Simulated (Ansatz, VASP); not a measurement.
## Two plane-wave programs on Si3N4

Contents of INCAR:

```
PREC = Accurate ; ENCUT = 520
EDIFF = 1E-8 ; ISMEAR = -1
SIGMA = 0.02 ; LREAL = F
LASPH = T ; NELM = 60
ALGO = Normal ; ISIF = 2
LWAVE = F ; LCHARG = F
GGA = PE ; LEFG = T
NBANDS = 45
```

The input KPOINTS:

```
regular mesh
0
Gamma
  4 4 9
```

The input POSCAR:

```
Si3N4
1.0
    7.6272000000      0.0000000000      0.0000000000
   -3.8136000000      6.6053489597      0.0000000000
    0.0000000000      0.0000000000      2.9182000000
Si N
6 8
Direct
    0.1842000000      0.7704000000      0.2500000000
    0.4138000000      0.1842000000      0.7500000000
    0.2296000000      0.4138000000      0.2500000000
    0.8158000000      0.2296000000      0.7500000000
    0.5862000000      0.8158000000      0.2500000000
    0.7704000000      0.5862000000      0.7500000000
    0.3333333333      0.6666666667      0.2500000000
    0.6666666667      0.3333333333      0.7500000000
    0.3399000000      0.0357000000      0.2500000000
    0.3042000000      0.3399000000      0.7500000000
    0.9643000000      0.3042000000      0.2500000000
    0.6601000000      0.9643000000      0.7500000000
    0.6958000000      0.6601000000      0.2500000000
    0.0357000000      0.6958000000      0.7500000000
```

Input for Ansatz:

```yaml
crystal:
  lattice:
    - [7.6272, 0.0, 0.0]
    - [-3.8136, 6.6053489597, 0.0]
    - [0.0, 0.0, 2.9182]
  atoms:
    - { symbol: Si, position: [0.1842, 0.7704, 0.25] }
    - { symbol: Si, position: [0.4138, 0.1842, 0.75] }
    - { symbol: Si, position: [0.2296, 0.4138, 0.25] }
    - { symbol: Si, position: [0.8158, 0.2296, 0.75] }
    - { symbol: Si, position: [0.5862, 0.8158, 0.25] }
    - { symbol: Si, position: [0.7704, 0.5862, 0.75] }
    - { symbol: "N", position: [0.3333333333, 0.6666666667, 0.25] }
    - { symbol: "N", position: [0.6666666667, 0.3333333333, 0.75] }
    - { symbol: "N", position: [0.3399, 0.0357, 0.25] }
    - { symbol: "N", position: [0.3042, 0.3399, 0.75] }
    - { symbol: "N", position: [0.9643, 0.3042, 0.25] }
    - { symbol: "N", position: [0.6601, 0.9643, 0.75] }
    - { symbol: "N", position: [0.6958, 0.6601, 0.25] }
    - { symbol: "N", position: [0.0357, 0.6958, 0.75] }
kpoints:
  mp_grid: { grid: [4, 4, 9] }
scf:
  occupations: { method: fermi_dirac, width: 0.02 }
hamiltonian:
  xc: pbe
  pseudopotentials: { kind: paw, frozen_core: stored }
output:
  forces: true
  stress: true
  populations: true
  efg: { quadrupole_moments_barn: { "N": 0.02044 } }
  write_density: true
  write_potential: true
  elf: true
  volumetric_format: npy
```

Alike in both runs: task electric field gradients; functional PBE; k mesh 4 × 4 × 9; occupations fermi-dirac, width 0.02 eV; no spin polarisation.

|  | VASP | Ansatz |
| --- | --- | --- |
| version | VASP 6.6.1 | Ansatz 0.2.0 |
| potentials or method | VASP PAW PBE potentials, release 64 (Si, N) | plane-wave PAW, scalar-relativistic |
| plane-wave cutoff (eV) | 520 | 420 |
| valence electrons in the cell | 64 | 64 |

|  | VASP | Ansatz | Ansatz less VASP |
| --- | --- | --- | --- |
| gap on the k mesh at the Fermi level (eV) | 4.31 | 4.32 | +0.013 |
| pressure (GPa) | 4.1 | 4.4 | +0.28 |
| traceless stress, the component that is largest in VASP (GPa) | -5.05 | -5.04 | +0.012 |
| rms of the force components (eV/Å) | 0.860 | 0.862 | +0.0015 |
| size of Vzz on the site where it differs most (V/Å²) | 38.6 | 44.2 | +5.54 |

Atom by atom the forces differ by 0.003 eV/Å (rms over components).
